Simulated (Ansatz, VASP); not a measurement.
# Sr in VASP and in Ansatz

INCAR

```
  AGGAC = 1.0
  AGGAX = 1.0
  ALDAC = 0.0
  ALDAX = 1.0
  ALGO = Normal
  EDIFF = 1E-7
  ENCUT = 520
  GGA = B5
  ISIF = 2
  ISMEAR = -1
  LASPH = T
  LCHARG = F
  LREAL = F
  LWAVE = F
  NBANDS = 17
  NELM = 60
  PREC = Accurate
  SIGMA = 0.1
```

The input KPOINTS:

```
k-points
0
Gamma
  6 6 6
```

Contents of POSCAR:

```
Sr
1.0
    0.0000000000      5.0416564341      5.0416564341
    5.0416564341      0.0000000000      5.0416564341
    5.0416564341      5.0416564341      0.0000000000
Sr
2
Direct
    0.1250000000      0.1250000000      0.1250000000
    0.8750000000      0.8750000000      0.8750000000
```

Input for Ansatz:

```yaml
crystal:
  lattice:
    - [0.0, 5.0416564341, 5.0416564341]
    - [5.0416564341, 0.0, 5.0416564341]
    - [5.0416564341, 5.0416564341, 0.0]
  atoms:
    - { symbol: Sr, position: [0.125, 0.125, 0.125] }
    - { symbol: Sr, position: [0.875, 0.875, 0.875] }
hamiltonian:
  xc: blyp
  pseudopotentials:
    kind: paw
    azcp:
      Sr: "pseudopotentials/Sr.paw.azcp"
basis:
  ecutwfc: 420
  fft_grid_basis: typed
kpoints:
  mp_grid: { grid: [6, 6, 6], shift: [0, 0, 0] }
magnetization:
  spin_polarized: false
scf:
  occupations: { method: fermi_dirac, width: 0.1 }
  lower_state_search: "off"
output:
  stress: true
```

Alike in both runs: task single point; functional BLYP; k mesh 6 × 6 × 6; occupations fermi-dirac, width 0.1 eV; no spin polarisation.

|  | VASP | Ansatz |
| --- | --- | --- |
| version | VASP 6.6.1 | Ansatz 0.2.0 |
| potentials or method | VASP PAW PBE potentials, release 64 (Sr_sv), cutoff 520 eV | plane waves (420 eV) with PAW, scalar-relativistic |
| valence electrons in the cell | 20 | 20 |

```csv
,VASP,Ansatz,Ansatz less VASP
pressure (GPa),0.0,0.0,0.00
```

VASP's potentials were made for PBE, not for BLYP. The functional is the same, so the differences come from potentials, cutoffs and numerics.
